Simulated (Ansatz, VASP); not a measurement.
NaCdIn: VASP beside Ansatz

```xyz
3
Lattice="5.1395 0.0000 0.0000 -2.5697 4.4509 0.0000 0.0000 0.0000 3.4040" Properties=species:S:1:pos:R:3 pbc="T T T"
Na    0.0000    0.0000    0.0000
Cd    2.5697    1.4836    1.7020
In    0.0000    2.9673    1.7020
```

Alike in both runs: functional PBE; k mesh 12 × 12 × 14; occupations gaussian, width 0.1 eV; no spin polarisation.

Ansatz relaxed the structure, and its values are those at the end. VASP's run is a single point on that final structure, the one shown.

|  | VASP | Ansatz |
| --- | --- | --- |
| version | VASP 6.6.1 | Ansatz 0.2.0 |
| potentials or method | VASP PAW PBE potentials, release 64 (Na_pv, Cd, In_d), cutoff 520 eV | scalar-relativistic, plane waves, PAW |
| valence electrons in the cell | 32 | 42 |

|  | VASP | Ansatz | Ansatz less VASP |
| --- | --- | --- | --- |
| gap on the k mesh at the Fermi level (eV) | none | none | - |
| pressure (GPa) | 0.1 | 0.0 | -0.08 |

A gap of «none» marks a metal or a gap that the smearing closes. VASP's potentials hold 32 valence electrons a cell and Ansatz's 42, so a difference there can come from the potentials and not from the codes.
